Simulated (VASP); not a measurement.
# MgCd2Se3 (P3m1) in VASP: further runs

MgCd2Se3 is run at these levels: PBE; tasks: single point, relaxation of cell and atoms.

All numbers are computed with VASP 6.6.1; they aren't measurements. Logs are shortened: lines on timing, memory, paths and dates and some standing lists are left out, and cuts for length are marked.

### 1 The cell of the first run

Symmetry: P3m1, No. 156, trigonal system. The conventional cell has a = 4.338 Å, b = 4.338 Å, c = 10.596 Å, α = 90.00°, β = 90.00°, γ = 120.00°. Within 3.4 Å of Mg (site symmetry 3m) lie 4 Se at 2.60 to 2.62 Å. Within 3.5 Å of Cd (site symmetry 3m) lie 4 Se at 2.67 to 2.68 Å. Within 3.5 Å of Cd (site symmetry 3m) lie 4 Se at 2.67 to 2.68 Å. Within 3.5 Å of Se (site symmetry 3m) lie 3 Mg at 2.62 Å and 1 Cd at 2.68 Å. Se (site symmetry 3m) has 1 Mg at 2.60 Å and 3 Cd at 2.67 Å within 3.4 Å. Within 3.5 Å of Se (site symmetry 3m) lie 4 Cd at 2.67 to 2.68 Å.

### 2 Single point, PBE

Input file INCAR:

```
ALGO = Normal
EDIFF = 1E-6
ENCUT = 520
GGA = PE
ISIF = 2
ISMEAR = 0
LASPH = T
LCHARG = F
LREAL = F
LWAVE = F
NBANDS = 31
NELM = 60
PREC = Accurate
SIGMA = 0.02
```

Input file KPOINTS:

```
k-points
0
Gamma
  6 6 4
```

Input file POSCAR:

```
MgCd2Se3
1.0
    4.3383526172      0.0000000000      0.0000000000
   -2.1691763086      3.7571235771      0.0000000000
    0.0000000000      0.0000000000     10.5960218180
Mg Cd Se
1 2 3
Direct
    0.3333333333      0.6666666667      0.6689923050
    0.0000000000      0.0000000000      0.9955225515
    0.6666666667      0.3333333333      0.3360621424
    0.0000000000      0.0000000000      0.7422443809
    0.3333333333      0.6666666667      0.4237980683
    0.6666666667      0.3333333333      0.0833805519
```

Potentials or basis: VASP PAW PBE potentials, release 64 (Mg, Cd, Se).

Started as:

```console
$ cat potpaw_PBE.64/Mg/POTCAR potpaw_PBE.64/Cd/POTCAR potpaw_PBE.64/Se/POTCAR > POTCAR
$ mpirun -np 1 vasp_std > vasp.out
```

OUTCAR:

```text
EDIFF = 1E-6
   ENCUT = 520
   GGA = PE
   ISIF = 2
   ISMEAR = 0
   LASPH = T
   LREAL = F
   NELM = 60
   PREC = Accurate

 ion  position               nearest neighbor table
   1  0.333  0.667  0.669-   5 2.60   4 2.62   4 2.62   4 2.62
   2  0.000  0.000  0.996-   6 2.67   6 2.67   6 2.67   4 2.68
   3  0.667  0.333  0.336-   5 2.67   5 2.67   5 2.67   6 2.68
   4  0.000  0.000  0.742-   1 2.62   1 2.62   1 2.62   2 2.68
   5  0.333  0.667  0.424-   1 2.60   3 2.67   3 2.67   3 2.67
   6  0.667  0.333  0.083-   2 2.67   2 2.67   2 2.67   3 2.68

  LATTYP: Found a hexagonal cell.
 ALAT       =     4.3383526172
 C/A-ratio  =     2.4424067735

  Lattice vectors:

 A1 = (   4.3383526172,   0.0000000000,   0.0000000000)
 A2 = (  -2.1691763086,   3.7571235771,   0.0000000000)
 A3 = (   0.0000000000,   0.0000000000,  10.5960218180)

Analysis of symmetry for initial positions (statically):
=====================================================================
 Subroutine PRICEL returns:
 Original cell was already a primitive cell.

 Routine SETGRP: Setting up the symmetry group for a
 hexagonal supercell.

 Subroutine GETGRP returns: Found  6 space group operations
 (whereof  6 operations were pure point group operations)
 out of a pool of 24 trial point group operations.

The static configuration has the point symmetry C_3v.

Analysis of symmetry for dynamics (positions and initial velocities):
=====================================================================
 Subroutine PRICEL returns:
 Original cell was already a primitive cell.

 Routine SETGRP: Setting up the symmetry group for a
 hexagonal supercell.

 Subroutine GETGRP returns: Found  6 space group operations
 (whereof  6 operations were pure point group operations)
 out of a pool of 24 trial point group operations.

The dynamic configuration has the point symmetry C_3v.

 Subroutine INISYM returns: Found  6 space group operations
 (whereof  6 operations are pure point group operations),
 and found     1 'primitive' translations

----------------------------------------------------------------------------------------

                                     Primitive cell

  volume of cell :     172.7123

  direct lattice vectors                    reciprocal lattice vectors
     4.338352617  0.000000000  0.000000000     0.230502241  0.133080531  0.000000000
    -2.169176309  3.757123577  0.000000000     0.000000000  0.266161062  0.000000000
     0.000000000  0.000000000 10.596021818     0.000000000  0.000000000  0.094375042

  length of vectors
     4.338352617  4.338352617 10.596021818     0.266161062  0.266161062  0.094375042

  position of ions in fractional coordinates (direct lattice)
     0.333333333  0.666666667  0.668992305
     0.000000000  0.000000000  0.995522552
     0.666666667  0.333333333  0.336062142
     0.000000000  0.000000000  0.742244381
     0.333333333  0.666666667  0.423798068
     0.666666667  0.333333333  0.083380552

  ion indices of the primitive-cell ions
   primitive index   ion index
                 1           1
                 2           2
                 3           3
                 4           4
                 5           5
                 6           6

----------------------------------------------------------------------------------------

 KPOINTS: k-points

Automatic generation of k-mesh.
 Grid dimensions read from file:
 generate k-points for:    6    6    4

 Generating k-lattice:

  Cartesian coordinates                     Fractional coordinates (reciprocal lattice)
     0.038417040  0.022180088  0.000000000     0.166666667 -0.000000000  0.000000000
     0.000000000  0.044360177  0.000000000     0.000000000  0.166666667  0.000000000
     0.000000000  0.000000000  0.023593760     0.000000000  0.000000000  0.250000000

  Length of vectors
     0.044360177  0.044360177  0.023593760

  Shift w.r.t. Gamma in fractional coordinates (k-lattice)
     0.000000000  0.000000000  0.000000000

 Subroutine IBZKPT returns following result:
 ===========================================

 Found     24 irreducible k-points:

 Following reciprocal coordinates:
            Coordinates               Weight
  0.000000  0.000000  0.000000      1.000000
  0.166667  0.000000  0.000000      6.000000
  0.333333  0.000000  0.000000      6.000000
  0.500000  0.000000  0.000000      3.000000
  0.166667  0.166667  0.000000      6.000000
  0.333333  0.166667  0.000000     12.000000
[... 16 lines left out ...]
  0.333333  0.166667  0.500000     12.000000
  0.333333  0.333333  0.500000      2.000000
   k-points           NKPTS =     24   k-points in BZ     NKDIM =     24   number of bands    NBANDS=     31
   number of dos      NEDOS =    301   number of ions     NIONS =      6
   total plane-waves  NPLWV =  81920
   dimension x,y,z NGX =    32 NGY =   32 NGZ =   80
   dimension x,y,z NGXF=    64 NGYF=   64 NGZF=  160
   ions per type =               1   2   3
   NGX,Y,Z   is equivalent  to a cutoff of  12.26, 12.26, 12.55 a.u.
   NGXF,Y,Z  is equivalent  to a cutoff of  24.52, 24.52, 25.10 a.u.
 SYSTEM =  unknown system
   PREC   = accura    normal or accurate (medium, high low for compatibility)
   ISTART =      0    job   : 0-new  1-cont  2-samecut
   ICHARG =      2    charge: 1-file 2-atom 10-const
   ISPIN  =      1    spin polarized calculation?
   LNONCOLLINEAR =      F non collinear calculations
   LSORBIT =      F    spin-orbit coupling
   LASPH  =      T    aspherical Exc in radial PAW
   ENCUT  =  520.0 eV  38.22 Ry    6.18 a.u.   8.07  8.07 19.70*2*pi/ulx,y,z
   NELM   =     60;   NELMIN=  2; NELMDL= -5     # of ELM steps
   EDIFF  = 0.1E-05   stopping-criterion for ELM
   LREAL  =      F    real-space projection
   EDIFFG = 0.1E-04   stopping-criterion for IOM
   NSW    =      0    number of steps for IOM
   IBRION =     -1    ionic relax: 0-MD 1-quasi-New 2-CG
   NFREE  =      0    steps in history (QN), initial steepest desc. (CG)
   ISIF   =      2    stress and relaxation
   ISYM   =      2    0-nonsym 1-usesym 2-fastsym
   POTIM  = 0.5000    time-step for ionic-motion
   TEBEG  =    0.0;   TEEND  =   0.0 temperature during run
   PSTRESS=    0.0 pullay stress
   NELECT =      44.0000    total number of electrons
   NUPDOWN=      -1.0000    fix difference up-down
   EMIN   =  10.00;   EMAX   =-10.00  energy-range for DOS
   EFERMI =   0.00;   METHOD = LEGACY
   ISMEAR =     0;   SIGMA  =   0.02  broadening in eV -4-tet -1-fermi 0-gaus
   EFERMI_NEDOS =   21; number of points for ismear=-14 and -15
   IALGO  =     38    algorithm
   IMIX   =      4    mixing-type and parameters
     AMIX     =   0.40;   BMIX     =  1.00
     AMIX_MAG =   1.60;   BMIX_MAG =  1.00
  volume/ion in A,a.u.               =      28.79       194.25
  Fermi-wavevector in a.u.,A,eV,Ry     =   1.037810  1.961177 14.654159  1.077050
  Thomas-Fermi vector in A             =   2.172265
   LORBIT       =      0    0 simple, 1 ext, 2 COOP (PROOUT), +10 PAW based schemes
   GGA     = PE    functional components
   LHFCALC =     F    Hartree Fock is set to
   AEXX    =    0.0000 exact exchange contribution
   IVDW    =     0    specifies the selected vdW correction
   LEPSILON=     F    determine dielectric tensor
   LRPA    =     F    only Hartree local field effects (RPA)
 non-spin polarized calculation
 Gauss-broadening in eV      SIGMA  =   0.02
  energy-cutoff  :      520.00
  volume of cell :      172.71
 maximum number of plane-waves:      4682
   NGX = 17   NGY = 17   NGZ = 39

 number of electron      44.0000002 magnetization

 Free energy of the ion-electron system (eV)
  ---------------------------------------------------
  ext. energy  EPLUGINS =         0.00000000
  ---------------------------------------------------
  free energy    TOTEN  =       -18.49116671 eV

  energy without entropy =      -18.49116671  energy(sigma->0) =      -18.49116671

 E-fermi :   0.7578     XC(G=0):  -8.4697

 val. band max:        0.6575479084   @ k =   0.0000   0.0000   0.0000
 cond. band min:       1.6144939819   @ k =   0.0000   0.0000   0.0000
 fundamental gap:      0.9569460736
 Fermi energy:         0.7578036613

 k-point     1 :       0.0000    0.0000    0.0000
  band No.  band energies     occupation
      1     -11.5362      2.00000
      2     -11.3078      2.00000
      3     -11.1409      2.00000
      4      -7.0081      2.00000
      5      -7.0081      2.00000
      6      -6.9589      2.00000
[... 23 lines left out ...]
     30       7.0777      0.00000
     31       7.0966      0.00000

 k-point     2 :       0.1667    0.0000    0.0000
  band No.  band energies     occupation
      1     -11.4579      2.00000
      2     -11.2568      2.00000
      3     -11.0879      2.00000
      4      -6.9801      2.00000
      5      -6.9583      2.00000
      6      -6.9407      2.00000
[... 23 lines left out ...]
     30       7.1470      0.00000
     31       7.1476      0.00000

 k-point     3 :       0.3333    0.0000    0.0000
  band No.  band energies     occupation
      1     -11.2930      2.00000
      2     -11.1534      2.00000
      3     -10.9811      2.00000
      4      -6.9324      2.00000
      5      -6.9224      2.00000
      6      -6.8633      2.00000
[... 23 lines left out ...]
     30       7.6156      0.00000
     31       7.6559      0.00000

 k-point     4 :       0.5000    0.0000    0.0000
  band No.  band energies     occupation
      1     -11.2060      2.00000
      2     -11.1013      2.00000
      3     -10.9274      2.00000
      4      -6.9147      2.00000
      5      -6.9122      2.00000
      6      -6.8376      2.00000
[... 23 lines left out ...]
     30       7.8979      0.00000
     31       7.9722      0.00000

 k-point     5 :       0.1667    0.1667    0.0000
  band No.  band energies     occupation
      1     -11.3360      2.00000
      2     -11.1788      2.00000
      3     -11.0082      2.00000
      4      -6.9468      2.00000
      5      -6.9148      2.00000
      6      -6.8938      2.00000
[... 23 lines left out ...]
     30       7.1451      0.00000
     31       7.2139      0.00000
[... 542 lines left out ...]
     30       8.0858      0.00000
     31       8.2927      0.00000

 k-point    22 :       0.1667    0.1667    0.5000
  band No.  band energies     occupation
      1     -11.3098      2.00000
      2     -11.2220      2.00000
      3     -10.9915      2.00000
      4      -6.9487      2.00000
      5      -6.9169      2.00000
      6      -6.8932      2.00000
[... 23 lines left out ...]
     30       7.4181      0.00000
     31       7.5533      0.00000

 k-point    23 :       0.3333    0.1667    0.5000
  band No.  band energies     occupation
      1     -11.2075      2.00000
      2     -11.1014      2.00000
      3     -10.9280      2.00000
      4      -6.9174      2.00000
      5      -6.8925      2.00000
      6      -6.8680      2.00000
[... 23 lines left out ...]
     30       7.5978      0.00000
     31       7.6921      0.00000

 k-point    24 :       0.3333    0.3333    0.5000
  band No.  band energies     occupation
      1     -11.1714      2.00000
      2     -11.0661      2.00000
      3     -10.9044      2.00000
      4      -6.9084      2.00000
      5      -6.8780      2.00000
      6      -6.8701      2.00000
[... 23 lines left out ...]
     30       7.4176      0.00000
     31       7.5816      0.00000

------------------------ aborting loop because EDIFF is reached ----------------------------------------

  FORCE on cell =-STRESS in cart. coord.  units (eV):
  Direction    XX          YY          ZZ          XY          YZ          ZX
  --------------------------------------------------------------------------------------
  -------------------------------------------------------------------------------------
  Total        0.1697495      0.1697495      0.1775613      0.0000000      0.0000000     -0.0000000
  in kB        1.5746934      1.5746934      1.6471599      0.0000000      0.0000000     -0.0000000
  external PRESSURE =       1.5988489 kB  Pullay stress =       0.0000000 kB

 VOLUME and BASIS-vectors are now :
 -----------------------------------------------------------------------------
  energy-cutoff  :      520.00
  volume of cell :      172.71
      direct lattice vectors                 reciprocal lattice vectors
     4.338352617  0.000000000  0.000000000     0.230502241  0.133080531  0.000000000
    -2.169176309  3.757123577  0.000000000     0.000000000  0.266161062  0.000000000
     0.000000000  0.000000000 10.596021818     0.000000000  0.000000000  0.094375042

 POSITION                                       TOTAL-FORCE (eV/Angst)
 -----------------------------------------------------------------------------------
     -0.00000      2.50475      7.08866         0.000000      0.000000     -0.003976
      0.00000      0.00000     10.54858        -0.000000     -0.000000     -0.001943
      2.16918      1.25237      3.56092         0.000000      0.000000      0.000520
      0.00000      0.00000      7.86484        -0.000000      0.000000     -0.027408
     -0.00000      2.50475      4.49057         0.000000      0.000000      0.032663
      2.16918      1.25237      0.88350         0.000000      0.000000      0.000145
 -----------------------------------------------------------------------------------
    total drift:                                0.000001     -0.000000      0.000347

  FREE ENERGIE OF THE ION-ELECTRON SYSTEM (eV)
  ---------------------------------------------------
  free  energy   TOTEN  =       -18.4911667064 eV

  energy  without entropy=      -18.4911667064  energy(sigma->0) =      -18.49116671
```

Run time: 66 s. Hardware: 1 thread of Intel Xeon 6975P-C (Granite Rapids), shared host; peak memory 0.34 GiB.

Results:

```yaml
Free_energy: -18.4912 eV
Pressure: 0.2 GPa
Largest_force: 0.033 eV/Å
Band_gap_on_the_k_mesh: 0.96 eV
```

Forces on the atoms (eV/Å):
```
Mg   0.000  0.000 -0.004
Cd   0.000  0.000 -0.002
Cd   0.000  0.000  0.001
Se   0.000  0.000 -0.027
Se   0.000  0.000  0.033
Se   0.000  0.000  0.000
```

Levels at points of the mesh, in eV from the valence-band top:
| k point | band 18 | band 19 | band 20 | band 21 | band 22 | band 23 | band 24 | band 25 | band 26 | band 27 |
| --- | --- | --- | --- | --- | --- | --- | --- | --- | --- | --- |
| (0.00, 0.00, 0.00) | -0.39 | -0.39 | -0.12 | 0.00 | 0.00 | 0.96 | 2.56 | 3.15 | 6.08 | 6.13 |
| (0.50, 0.00, 0.00) | -1.63 | -1.49 | -1.33 | -1.04 | -0.84 | 3.14 | 3.43 | 3.60 | 4.19 | 5.57 |
| (0.00, 0.00, 0.50) | -0.94 | -0.32 | -0.32 | -0.06 | -0.06 | 1.98 | 2.23 | 3.07 | 5.69 | 6.12 |
| (0.50, 0.00, 0.50) | -1.84 | -1.53 | -1.33 | -0.70 | -0.66 | 2.65 | 3.62 | 3.78 | 4.44 | 4.93 |

A k mesh can miss the band edges.

(Part 1 of 2 ends here.)
